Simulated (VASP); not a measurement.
# MgSe (Fm-3m) in VASP: notebook

MgSe is run at these levels: LDA; tasks: single point.

All numbers are computed with VASP 6.6.1; they aren't measurements. Logs are shortened: lines on timing, memory, paths and dates and some standing lists are left out, and cuts for length are marked.

## (1) The cell of the first run

The structure is cubic, space group Fm-3m (No. 225). The conventional cell has a = 5.451 Å, b = 5.451 Å, c = 5.451 Å, α = 90.00°, β = 90.00°, γ = 90.00°. Within 3.6 Å of Mg (site symmetry m-3m) lie 6 Se at 2.73 Å. Within 3.6 Å of Se (site symmetry m-3m) lie 6 Mg at 2.73 Å.

## (2) Single point, LDA

Contents of INCAR:

```
  PREC = Accurate
  ENCUT = 600
  EDIFF = 1E-6
  ISMEAR = 0
  SIGMA = 0.05
  LREAL = False
  LASPH = True
  NELM = 120
  ALGO = Normal
  ISIF = 2
  LWAVE = False
  LCHARG = False
  GGA = CA
  NBANDS = 11
  GGA_COMPAT = False
```

Contents of KPOINTS:

```
regular mesh
0
Gamma
  8 8 8
```

Contents of POSCAR:

```
MgSe
1.0
    0.0000000000      2.7255000000      2.7255000000
    2.7255000000      0.0000000000      2.7255000000
    2.7255000000      2.7255000000      0.0000000000
Mg Se
1 1
Direct
    0.0000000000      0.0000000000      0.0000000000
    0.5000000000      0.5000000000      0.5000000000
```

Potentials or basis: VASP PAW LDA potentials, release 64 (Mg, Se).

Run with:

```
$ cat potpaw_LDA.64/Mg/POTCAR potpaw_LDA.64/Se/POTCAR > POTCAR
$ mpirun -np 1 vasp_std > vasp.out
```

OUTCAR:

```text
PREC = Accurate
   ENCUT = 600
   EDIFF = 1E-6
   ISMEAR = 0
   LREAL = False
   LASPH = True
   NELM = 120
   ISIF = 2
   GGA = CA

 ion  position               nearest neighbor table
   1  0.000  0.000  0.000-   2 2.73   2 2.73   2 2.73   2 2.73   2 2.73   2 2.73
   2  0.500  0.500  0.500-   1 2.73   1 2.73   1 2.73   1 2.73   1 2.73   1 2.73

  LATTYP: Found a face centered cubic cell.
 ALAT       =     5.4510000000

  Lattice vectors:

 A1 = (   0.0000000000,   2.7255000000,   2.7255000000)
 A2 = (   2.7255000000,   0.0000000000,   2.7255000000)
 A3 = (   2.7255000000,   2.7255000000,   0.0000000000)

Analysis of symmetry for initial positions (statically):
=====================================================================
 Subroutine PRICEL returns:
 Original cell was already a primitive cell.

 Routine SETGRP: Setting up the symmetry group for a
 face centered cubic supercell.

 Subroutine GETGRP returns: Found 48 space group operations
 (whereof 48 operations were pure point group operations)
 out of a pool of 48 trial point group operations.

The static configuration has the point symmetry O_h .

Analysis of symmetry for dynamics (positions and initial velocities):
=====================================================================
 Subroutine PRICEL returns:
 Original cell was already a primitive cell.

 Routine SETGRP: Setting up the symmetry group for a
 face centered cubic supercell.

 Subroutine GETGRP returns: Found 48 space group operations
 (whereof 48 operations were pure point group operations)
 out of a pool of 48 trial point group operations.

The dynamic configuration has the point symmetry O_h .

 Subroutine INISYM returns: Found 48 space group operations
 (whereof 48 operations are pure point group operations),
 and found     1 'primitive' translations

----------------------------------------------------------------------------------------

                                     Primitive cell

  volume of cell :      40.4919

  direct lattice vectors                    reciprocal lattice vectors
     0.000000000  2.725500000  2.725500000    -0.183452578  0.183452578  0.183452578
     2.725500000  0.000000000  2.725500000     0.183452578 -0.183452578  0.183452578
     2.725500000  2.725500000  0.000000000     0.183452578  0.183452578 -0.183452578

  length of vectors
     3.854439064  3.854439064  3.854439064     0.317749185  0.317749185  0.317749185

  position of ions in fractional coordinates (direct lattice)
     0.000000000  0.000000000  0.000000000
     0.500000000  0.500000000  0.500000000

  ion indices of the primitive-cell ions
   primitive index   ion index
                 1           1
                 2           2

----------------------------------------------------------------------------------------

 KPOINTS: regular mesh

Automatic generation of k-mesh.
 Grid dimensions read from file:
 generate k-points for:    8    8    8

 Generating k-lattice:

  Cartesian coordinates                     Fractional coordinates (reciprocal lattice)
    -0.022931572  0.022931572  0.022931572     0.125000000  0.000000000  0.000000000
     0.022931572 -0.022931572  0.022931572     0.000000000  0.125000000  0.000000000
     0.022931572  0.022931572 -0.022931572     0.000000000  0.000000000  0.125000000

  Length of vectors
     0.039718648  0.039718648  0.039718648

  Shift w.r.t. Gamma in fractional coordinates (k-lattice)
     0.000000000  0.000000000  0.000000000

 Subroutine IBZKPT returns following result:
 ===========================================

 Found     29 irreducible k-points:

 Following reciprocal coordinates:
            Coordinates               Weight
  0.000000  0.000000  0.000000      1.000000
  0.125000  0.000000  0.000000      8.000000
  0.250000  0.000000  0.000000      8.000000
  0.375000  0.000000  0.000000      8.000000
  0.500000  0.000000  0.000000      4.000000
  0.125000  0.125000  0.000000      6.000000
[... 16 lines left out ...]
  0.500000  0.250000  0.125000     48.000000
 -0.375000  0.250000  0.125000     24.000000
 [... further k-points ...]
   k-points           NKPTS =     29   k-points in BZ     NKDIM =     29   number of bands    NBANDS=     11
   number of dos      NEDOS =    301   number of ions     NIONS =      2
   total plane-waves  NPLWV =  32768
   dimension x,y,z NGX =    32 NGY =   32 NGZ =   32
   dimension x,y,z NGXF=    64 NGYF=   64 NGZF=   64
   ions per type =               1   1
   NGX,Y,Z   is equivalent  to a cutoff of  13.80, 13.80, 13.80 a.u.
   NGXF,Y,Z  is equivalent  to a cutoff of  27.60, 27.60, 27.60 a.u.
 SYSTEM =  unknown system
   PREC   = accura    normal or accurate (medium, high low for compatibility)
   ISTART =      0    job   : 0-new  1-cont  2-samecut
   ICHARG =      2    charge: 1-file 2-atom 10-const
   ISPIN  =      1    spin polarized calculation?
   LNONCOLLINEAR =      F non collinear calculations
   LSORBIT =      F    spin-orbit coupling
   LASPH  =      T    aspherical Exc in radial PAW
   ENCUT  =  600.0 eV  44.10 Ry    6.64 a.u.   7.70  7.70  7.70*2*pi/ulx,y,z
   NELM   =    120;   NELMIN=  2; NELMDL= -5     # of ELM steps
   EDIFF  = 0.1E-05   stopping-criterion for ELM
   LREAL  =      F    real-space projection
   EDIFFG = 0.1E-04   stopping-criterion for IOM
   NSW    =      0    number of steps for IOM
   IBRION =     -1    ionic relax: 0-MD 1-quasi-New 2-CG
   NFREE  =      0    steps in history (QN), initial steepest desc. (CG)
   ISIF   =      2    stress and relaxation
   ISYM   =      2    0-nonsym 1-usesym 2-fastsym
   POTIM  = 0.5000    time-step for ionic-motion
   TEBEG  =    0.0;   TEEND  =   0.0 temperature during run
   PSTRESS=    0.0 pullay stress
   NELECT =       8.0000    total number of electrons
   NUPDOWN=      -1.0000    fix difference up-down
   EMIN   =  10.00;   EMAX   =-10.00  energy-range for DOS
   EFERMI =   0.00;   METHOD = LEGACY
   ISMEAR =     0;   SIGMA  =   0.05  broadening in eV -4-tet -1-fermi 0-gaus
   EFERMI_NEDOS =   21; number of points for ismear=-14 and -15
   IALGO  =     38    algorithm
   IMIX   =      4    mixing-type and parameters
     AMIX     =   0.40;   BMIX     =  1.00
     AMIX_MAG =   1.60;   BMIX_MAG =  1.00
  volume/ion in A,a.u.               =      20.25       136.63
  Fermi-wavevector in a.u.,A,eV,Ry     =   0.953488  1.801831 12.369596  0.909140
  Thomas-Fermi vector in A             =   2.082148
   LORBIT       =      0    0 simple, 1 ext, 2 COOP (PROOUT), +10 PAW based schemes
   GGA     = CA    functional components
   LHFCALC =     F    Hartree Fock is set to
   AEXX    =    0.0000 exact exchange contribution
   IVDW    =     0    specifies the selected vdW correction
   LEPSILON=     F    determine dielectric tensor
   LRPA    =     F    only Hartree local field effects (RPA)
 non-spin polarized calculation
 Gauss-broadening in eV      SIGMA  =   0.05
  energy-cutoff  :      600.00
  volume of cell :       40.49
 maximum number of plane-waves:      1365
   NGX = 15   NGY = 15   NGZ = 15

 number of electron       8.0000001 magnetization

 Free energy of the ion-electron system (eV)
  ---------------------------------------------------
  ext. energy  EPLUGINS =         0.00000000
  ---------------------------------------------------
  free energy    TOTEN  =        -8.58992934 eV

  energy without entropy =       -8.58992934  energy(sigma->0) =       -8.58992934

 E-fermi :   3.3742     XC(G=0):  -9.7506

 val. band max:        3.1690530146   @ k =   0.0000   0.0000   0.0000
 cond. band min:       4.8175645638   @ k =   0.5000   0.5000   0.0000
 fundamental gap:      1.6485115492
 Fermi energy:         3.3741742009

 k-point     1 :       0.0000    0.0000    0.0000
  band No.  band energies     occupation
      1      -9.7997      2.00000
      2       3.1691      2.00000
      3       3.1691      2.00000
      4       3.1691      2.00000
      5       5.5685      0.00000
      6      10.5293      0.00000
      7      10.5293      0.00000
      8      10.5293      0.00000
      9      13.1081      0.00000
     10      13.1081      0.00000
     11      14.0513      0.00000

 k-point     2 :       0.1250    0.0000    0.0000
  band No.  band energies     occupation
      1      -9.6668      2.00000
      2       1.9179      2.00000
      3       3.0682      2.00000
      4       3.0682      2.00000
      5       6.5634      0.00000
      6      10.2040      0.00000
      7      10.7487      0.00000
      8      10.7487      0.00000
      9      12.0451      0.00000
     10      12.0451      0.00000
     11      13.7466      0.00000

 k-point     3 :       0.2500    0.0000    0.0000
  band No.  band energies     occupation
      1      -9.3103      2.00000
      2       0.1131      2.00000
      3       2.8501      2.00000
      4       2.8501      2.00000
      5       7.1515      0.00000
      6      10.1473      0.00000
      7      10.1473      0.00000
      8      10.8264      0.00000
      9      12.6819      0.00000
     10      12.6819      0.00000
     11      12.9926      0.00000

 k-point     4 :       0.3750    0.0000    0.0000
  band No.  band energies     occupation
      1      -8.8840      2.00000
      2      -1.2814      2.00000
      3       2.6601      2.00000
      4       2.6601      2.00000
      5       6.9839      0.00000
      6       9.4218      0.00000
      7       9.4218      0.00000
      8      11.6732      0.00000
      9      13.3611      0.00000
     10      14.6115      0.00000
     11      14.6115      0.00000
[... 239 lines left out ...]
 k-point    22 :       0.3750    0.2500    0.1250
  band No.  band energies     occupation
      1      -9.0332      2.00000
      2      -0.1409      2.00000
      3       1.6156      2.00000
      4       2.4629      2.00000
      5       7.8954      0.00000
      6       9.1385      0.00000
      7       9.3407      0.00000
      8      11.4720      0.00000
      9      12.6315      0.00000
     10      15.5568      0.00000
     11      15.9041      0.00000

 k-point    23 :       0.5000    0.2500    0.1250
  band No.  band energies     occupation
      1      -8.6757      2.00000
      2      -0.9387      2.00000
      3       1.0662      2.00000
      4       2.1219      2.00000
      5       7.8062      0.00000
      6       8.7724      0.00000
      7      10.3207      0.00000
      8      11.3717      0.00000
      9      13.9448      0.00000
     10      15.7238      0.00000
     11      16.4851      0.00000

 k-point    24 :      -0.3750    0.2500    0.1250
  band No.  band energies     occupation
      1      -8.5081      2.00000
      2      -1.3012      2.00000
      3       0.9227      2.00000
      4       1.9434      2.00000
      5       7.7889      0.00000
      6       8.4819      0.00000
      7      10.8265      0.00000
      8      12.1547      0.00000
      9      14.1274      0.00000
     10      14.7326      0.00000
     11      17.1561      0.00000

 [... further k-points ...]
[... 5 lines left out ...]
  --------------------------------------------------------------------------------------
  -------------------------------------------------------------------------------------
  Total       -0.6135157     -0.6135157     -0.6135157     -0.0000000     -0.0000000      0.0000000
  in kB      -24.2754737    -24.2754737    -24.2754737     -0.0000000     -0.0000000      0.0000000
  external PRESSURE =     -24.2754737 kB  Pullay stress =       0.0000000 kB

 VOLUME and BASIS-vectors are now :
 -----------------------------------------------------------------------------
  energy-cutoff  :      600.00
  volume of cell :       40.49
      direct lattice vectors                 reciprocal lattice vectors
     0.000000000  2.725500000  2.725500000    -0.183452578  0.183452578  0.183452578
     2.725500000  0.000000000  2.725500000     0.183452578 -0.183452578  0.183452578
     2.725500000  2.725500000  0.000000000     0.183452578  0.183452578 -0.183452578

 POSITION                                       TOTAL-FORCE (eV/Angst)
 -----------------------------------------------------------------------------------
      0.00000      0.00000      0.00000        -0.000000      0.000000     -0.000000
      2.72550      2.72550      2.72550         0.000000     -0.000000      0.000000
 -----------------------------------------------------------------------------------
    total drift:                               -0.000000     -0.000000      0.000000

  FREE ENERGIE OF THE ION-ELECTRON SYSTEM (eV)
  ---------------------------------------------------
  free  energy   TOTEN  =        -8.5899293424 eV

  energy  without entropy=       -8.5899293424  energy(sigma->0) =       -8.58992934
```

Run time: 19 s. Hardware: 1 thread of AMD EPYC 7R43 (Zen 3), shared host; peak memory 0.12 GiB.

What came out:

| Property | Result |
| --- | --- |
| Free energy | -8.5899 eV |
| Pressure | -2.4 GPa |
| Band gap on the k mesh | 1.65 eV, indirect (least direct gap 2.40 eV) |

(Continued in part 2 of 2.)
